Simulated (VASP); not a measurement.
# CaB (P1) in VASP: single point with PBE

Aim: the single point of CaB with PBE.

Everything below comes from runs of VASP 6.6.1. Logs are shortened: lines on timing, memory, paths and dates and some standing lists are left out, and cuts for length are marked.

### Step 1. The cell of the first run

The typed cell holds 8 atoms: a = 3.996 Å, b = 6.368 Å, c = 6.001 Å, α = 89.27°, β = 89.17°, γ = 70.61°.

### Step 2. Single point, PBE

POSCAR

```
CaB
1.0
    3.9958880600     -0.0385504600     -0.0288670700
    2.0554547900     -6.0268586700     -0.0403515100
    0.0430661600     -0.0259179800     -6.0009276200
Ca B
4 4
Direct
    0.4492400000      0.1046060000      0.7562000000
    0.5545700000      0.8879810000      0.2544950000
    0.7292370000      0.5484750000      0.7470090000
    0.2886100000      0.4535180000      0.2447330000
    0.0981800000      0.8126970000      0.9372810000
    0.9048260000      0.1960900000      0.4446250000
    0.9025670000      0.1903620000      0.0579700000
    0.0931100000      0.8019260000      0.5582120000
```

INCAR.step1

```
PREC     = Accurate       # precision mode
ENCUT    = 520            # plane-wave cutoff, eV
EDIFF    = 1E-7           # SCF threshold, eV
ISMEAR   = -1             # smearing method
SIGMA    = 0.1            # smearing width, eV
LREAL    = False          # projectors in reciprocal space
LASPH    = True           # aspherical terms in the spheres
NELM     = 100            # most SCF steps
ALGO     = Fast           # electronic algorithm
ISIF     = 2              # what is computed and relaxed
LWAVE    = False          # write WAVECAR
LCHARG   = True           # write CHGCAR
GGA      = PE             # functional
NBANDS   = 36             # bands
```

KPOINTS.step1

```
Automatic mesh
0
Gamma
  5 3 3
  0 0 0.5
```

INCAR.step2

```
PREC     = Accurate       # precision mode
ENCUT    = 520            # plane-wave cutoff, eV
EDIFF    = 1E-7           # SCF threshold, eV
ISMEAR   = -5             # smearing method
SIGMA    = 0.1            # smearing width, eV
LREAL    = False          # projectors in reciprocal space
LASPH    = True           # aspherical terms in the spheres
NELM     = 100            # most SCF steps
ALGO     = Fast           # electronic algorithm
ISIF     = 2              # what is computed and relaxed
LWAVE    = False          # write WAVECAR
LCHARG   = False          # write CHGCAR
GGA      = PE             # functional
LORBIT   = 10             # projections on sites
NBANDS   = 36             # bands
NEDOS    = 1001           # points of the DOS
ICHARG   = 11             # starting density
```

KPOINTS.step2

```
regular mesh
0
Gamma
  8 5 5
```

Potentials or basis: VASP PAW PBE potentials, release 64 (Ca_sv, B).

Run with:

```sh
> cat potpaw_PBE.64/Ca_sv/POTCAR potpaw_PBE.64/B/POTCAR > POTCAR
> cp INCAR.step1 INCAR
> cp KPOINTS.step1 KPOINTS
> mpirun -np 1 vasp_std > vasp.out
> cp INCAR.step2 INCAR
> cp KPOINTS.step2 KPOINTS
> mpirun -np 1 vasp_std > vasp.out
```

OUTCAR:

```text
PREC = Accurate
   ENCUT = 520
   EDIFF = 1E-7
   ISMEAR = -5
   LREAL = False
   LASPH = True
   NELM = 100
   ISIF = 2
   GGA = PE
   LORBIT = 10
   ICHARG = 11

 ion  position               nearest neighbor table
   1  0.449  0.105  0.756-
   2  0.555  0.888  0.254-
   3  0.729  0.548  0.747-
   4  0.289  0.454  0.245-
   5  0.098  0.813  0.937-
   6  0.905  0.196  0.445-
   7  0.903  0.190  0.058-
   8  0.093  0.802  0.558-

  Warning from LATTYP: Got some problem with cell dimensions!
  Tried to take original basis but could not verify dimensions!
  LATTYP: Found a triclinic cell.
 ALAT       =     3.9961782785
 B/A-ratio  =     2.1031970745
 C/A-ratio  =     2.6375337610
 COS(alpha) =     0.0004737134
 COS(beta)  =     0.5879074704
 COS(gamma) =     0.6994400951

  Lattice vectors:

 A1 = (  -3.9958880600,   0.0385504600,   0.0288670700)
 A2 = (  -5.9363213300,  -5.9497577500,   0.0173826300)
 A3 = (  -6.0944090100,   6.0913271100,   6.0701462000)

Analysis of symmetry for initial positions (statically):
=====================================================================
 Subroutine PRICEL returns:
 Original cell was already a primitive cell.

 Routine SETGRP: Setting up the symmetry group for a
 triclinic supercell.

 Subroutine GETGRP returns: Found  1 space group operations
 (whereof  1 operations were pure point group operations)
 out of a pool of  2 trial point group operations.

The static configuration has the point symmetry C_1 .

Analysis of symmetry for dynamics (positions and initial velocities):
=====================================================================
 Subroutine PRICEL returns:
 Original cell was already a primitive cell.

 Routine SETGRP: Setting up the symmetry group for a
 triclinic supercell.

 Subroutine GETGRP returns: Found  1 space group operations
 (whereof  1 operations were pure point group operations)
 out of a pool of  2 trial point group operations.

The dynamic configuration has the point symmetry C_1 .

 Subroutine INISYM returns: Found  1 space group operations
 (whereof  1 operations are pure point group operations),
 and found     1 'primitive' translations

----------------------------------------------------------------------------------------

                                     Primitive cell

  volume of cell :     144.0327

  direct lattice vectors                    reciprocal lattice vectors
     3.995888060 -0.038550460 -0.028867070     0.251093684  0.085625689  0.001432178
     2.055454790 -6.026858670 -0.040351510    -0.001600958 -0.166474660  0.000707514
     0.043066160 -0.025917980 -6.000927620    -0.001197105  0.000707514 -0.166652550

  length of vectors
     3.996178279  6.367852705  6.001138120     0.265295774  0.166483861  0.166658352

  position of ions in fractional coordinates (direct lattice)
     0.449240000  0.104606000  0.756200000
     0.554570000  0.887981000  0.254495000
     0.729237000  0.548475000  0.747009000
     0.288610000  0.453518000  0.244733000
     0.098180000  0.812697000  0.937281000
     0.904826000  0.196090000  0.444625000
     0.902567000  0.190362000  0.057970000
     0.093110000  0.801926000  0.558212000

  ion indices of the primitive-cell ions
   primitive index   ion index
                 1           1
                 2           2
                 3           3
                 4           4
                 5           5
                 6           6
                 7           7
                 8           8

----------------------------------------------------------------------------------------

 KPOINTS: regular mesh

Automatic generation of k-mesh.
 Grid dimensions read from file:
 generate k-points for:    8    5    5

 Generating k-lattice:

  Cartesian coordinates                     Fractional coordinates (reciprocal lattice)
     0.031386710  0.010703211  0.000179022     0.125000000 -0.000000000  0.000000000
    -0.000320192 -0.033294932  0.000141503     0.000000000  0.200000000  0.000000000
    -0.000239421  0.000141503 -0.033330510     0.000000000  0.000000000  0.200000000

  Length of vectors
     0.033161972  0.033296772  0.033331670

  Shift w.r.t. Gamma in fractional coordinates (k-lattice)
     0.000000000  0.000000000  0.000000000

 TETIRR: Found    598 inequivalent tetrahedra from     1200

 Subroutine IBZKPT returns following result:
 ===========================================

 Found    101 irreducible k-points:

 Following reciprocal coordinates:
            Coordinates               Weight
  0.000000  0.000000  0.000000      1.000000
  0.125000  0.000000  0.000000      2.000000
  0.250000  0.000000  0.000000      2.000000
  0.375000  0.000000 -0.000000      2.000000
  0.500000  0.000000  0.000000      1.000000
 -0.000000  0.200000  0.000000      2.000000
[... 16 lines left out ...]
  0.125000  0.000000  0.200000      2.000000
  0.250000  0.000000  0.200000      2.000000
 [... further k-points ...]
   k-points           NKPTS =    101   k-points in BZ     NKDIM =    101   number of bands    NBANDS=     36
   number of dos      NEDOS =   1001   number of ions     NIONS =      8
   total plane-waves  NPLWV =  69120
   dimension x,y,z NGX =    30 NGY =   48 NGZ =   48
   dimension x,y,z NGXF=    60 NGYF=   96 NGZF=   96
   ions per type =               4   4
   NGX,Y,Z   is equivalent  to a cutoff of  12.48, 12.53, 13.30 a.u.
   NGXF,Y,Z  is equivalent  to a cutoff of  24.96, 25.06, 26.59 a.u.
 SYSTEM =  unknown system
   PREC   = accura    normal or accurate (medium, high low for compatibility)
   ISTART =      0    job   : 0-new  1-cont  2-samecut
   ICHARG =     11    charge: 1-file 2-atom 10-const
   ISPIN  =      1    spin polarized calculation?
   LNONCOLLINEAR =      F non collinear calculations
   LSORBIT =      F    spin-orbit coupling
   LASPH  =      T    aspherical Exc in radial PAW
   ENCUT  =  520.0 eV  38.22 Ry    6.18 a.u.   7.43 11.84 11.16*2*pi/ulx,y,z
   NELM   =    100;   NELMIN=  2; NELMDL=  0     # of ELM steps
   EDIFF  = 0.1E-06   stopping-criterion for ELM
   LREAL  =      F    real-space projection
   EDIFFG = 0.1E-05   stopping-criterion for IOM
   NSW    =      0    number of steps for IOM
   IBRION =     -1    ionic relax: 0-MD 1-quasi-New 2-CG
   NFREE  =      0    steps in history (QN), initial steepest desc. (CG)
   ISIF   =      2    stress and relaxation
   ISYM   =      2    0-nonsym 1-usesym 2-fastsym
   POTIM  = 0.5000    time-step for ionic-motion
   TEBEG  =    0.0;   TEEND  =   0.0 temperature during run
   PSTRESS=    0.0 pullay stress
   NELECT =      52.0000    total number of electrons
   NUPDOWN=      -1.0000    fix difference up-down
   EMIN   =  10.00;   EMAX   =-10.00  energy-range for DOS
   EFERMI =   0.00;   METHOD = LEGACY
   ISMEAR =    -5;   SIGMA  =   0.10  broadening in eV -4-tet -1-fermi 0-gaus
   EFERMI_NEDOS =   21; number of points for ismear=-14 and -15
   IALGO  =     68    algorithm
   IMIX   =      4    mixing-type and parameters
     AMIX     =   0.40;   BMIX     =  1.00
     AMIX_MAG =   1.60;   BMIX_MAG =  1.00
  volume/ion in A,a.u.               =      18.00       121.50
  Fermi-wavevector in a.u.,A,eV,Ry     =   1.165706  2.202864 18.488547  1.358870
  Thomas-Fermi vector in A             =   2.302228
   LORBIT       =     10    0 simple, 1 ext, 2 COOP (PROOUT), +10 PAW based schemes
   GGA     = PE    functional components
   LHFCALC =     F    Hartree Fock is set to
   AEXX    =    0.0000 exact exchange contribution
   IVDW    =     0    specifies the selected vdW correction
   LEPSILON=     F    determine dielectric tensor
   LRPA    =     F    only Hartree local field effects (RPA)
 non-spin polarized calculation
 RMM-DIIS sequential band-by-band and
 Fermi weights with tetrahedron method with Bloechl corrections
  energy-cutoff  :      520.00
  volume of cell :      144.03
 maximum number of plane-waves:      3896
 NGX is ok and might be reduce to    30

 number of electron      52.0000004 magnetization

 Free energy of the ion-electron system (eV)
  ---------------------------------------------------
  ext. energy  EPLUGINS =         0.00000000
  ---------------------------------------------------
  free energy    TOTEN  =       -30.03103039 eV

  energy without entropy =      -30.03103039  energy(sigma->0) =      -30.03103039

 E-fermi :   3.1814     XC(G=0):  -9.7307

 val. band max:        3.2060550650   @ k =  -0.2500   0.2000   0.2000
 cond. band min:       3.1394906403   @ k =   0.5000  -0.4000   0.4000
 fundamental gap:     -0.0665644247
 Fermi energy:         3.1814277002

 k-point     1 :       0.0000    0.0000    0.0000
  band No.  band energies     occupation
      1     -36.7925      2.00000
      2     -36.7386      2.00000
      3     -36.7016      2.00000
      4     -36.6287      2.00000
      5     -18.0898      2.00000
      6     -18.0376      2.00000
[... 28 lines left out ...]
     35       7.4093      0.00000
     36       7.5454      0.00000

 k-point     2 :       0.1250    0.0000    0.0000
  band No.  band energies     occupation
      1     -36.7899      2.00000
      2     -36.7379      2.00000
      3     -36.7023      2.00000
      4     -36.6289      2.00000
      5     -18.0800      2.00000
      6     -18.0284      2.00000
[... 28 lines left out ...]
     35       7.5520      0.00000
     36       7.8258      0.00000

 k-point     3 :       0.2500    0.0000    0.0000
  band No.  band energies     occupation
      1     -36.7831      2.00000
      2     -36.7364      2.00000
      3     -36.7042      2.00000
      4     -36.6294      2.00000
      5     -18.0594      2.00000
      6     -18.0050      2.00000
[... 28 lines left out ...]
     35       7.7152      0.00000
     36       7.8813      0.00000
[... 742 lines left out ...]
 k-point    23 :       0.1250    0.0000    0.2000
  band No.  band energies     occupation
      1     -36.7879      2.00000
      2     -36.7392      2.00000
      3     -36.7013      2.00000
      4     -36.6307      2.00000
      5     -18.0914      2.00000
      6     -18.0299      2.00000
[... 28 lines left out ...]
     35       7.3251      0.00000
     36       7.6644      0.00000

 k-point    24 :       0.2500    0.0000    0.2000
  band No.  band energies     occupation
      1     -36.7818      2.00000
      2     -36.7368      2.00000
      3     -36.7033      2.00000
      4     -36.6313      2.00000
      5     -18.0723      2.00000
      6     -18.0154      2.00000
[... 28 lines left out ...]
     35       7.5887      0.00000
     36       7.8977      0.00000

 [... further k-points ...]

------------------------ aborting loop because EDIFF is reached ----------------------------------------

  FORCE on cell =-STRESS in cart. coord.  units (eV):
  Direction    XX          YY          ZZ          XY          YZ          ZX
  --------------------------------------------------------------------------------------
  -------------------------------------------------------------------------------------
  Total        0.3719330     -0.8126212     -2.3233897      0.8066716     -0.6291515      0.6489826
  in kB        4.1372731     -9.0393600    -25.8447054      8.9731789     -6.9984967      7.2190923
  external PRESSURE =     -10.2489308 kB  Pullay stress =       0.0000000 kB

 VOLUME and BASIS-vectors are now :
 -----------------------------------------------------------------------------
  energy-cutoff  :      520.00
  volume of cell :      144.03
      direct lattice vectors                 reciprocal lattice vectors
     3.995888060 -0.038550460 -0.028867070     0.251093684  0.085625689  0.001432178
     2.055454790 -6.026858670 -0.040351510    -0.001600958 -0.166474660  0.000707514
     0.043066160 -0.025917980 -6.000927620    -0.001197105  0.000707514 -0.166652550

 POSITION                                       TOTAL-FORCE (eV/Angst)
 -----------------------------------------------------------------------------------
      2.04269     -0.66736     -4.55509         0.045541      0.318143      0.246394
      4.05216     -5.37971     -1.57905         0.015888     -0.595494      0.018356
      4.07349     -3.35305     -4.52593         0.014874     -0.192871     -0.036568
      2.09598     -2.75076     -1.49526        -0.236657      0.414228     -0.142155
      2.10314     -4.92609     -5.66018        -0.076761     -1.303105      1.802035
      4.03779     -1.22821     -2.70219        -0.023782      1.387581      1.891901
      4.00033     -1.18358     -0.38161         0.095197      1.421650     -1.816116
      2.04442     -4.85115     -3.38484         0.165699     -1.450131     -1.963848
 -----------------------------------------------------------------------------------
    total drift:                                0.000684     -0.001565      0.001302

  FREE ENERGIE OF THE ION-ELECTRON SYSTEM (eV)
  ---------------------------------------------------
  free  energy   TOTEN  =       -30.0310303919 eV

  energy  without entropy=      -30.0310303919  energy(sigma->0) =      -30.03103039

 total charge

# of ion       s       p       d       tot
------------------------------------------
    1        2.061   5.865   0.288   8.215
    2        2.061   5.864   0.284   8.209
    3        2.063   5.867   0.275   8.206
    4        2.063   5.866   0.274   8.204
    5        0.711   0.841   0.000   1.551
    6        0.722   0.824   0.000   1.546
    7        0.715   0.839   0.000   1.554
    8        0.718   0.843   0.000   1.561
--------------------------------------------------
tot         11.114  26.810   1.121  39.046
```

It took 15 min on 1 thread of Intel Xeon Platinum 8488C (Sapphire Rapids), shared host; peak memory 0.51 GiB.

Results:

* Valence electrons inside the program's atomic spheres: Ca 8.21, 8.20 (each value once); B 1.55, 1.56 (each value once)

Caveat: tetrahedron occupations give inexact forces and stress in metals.
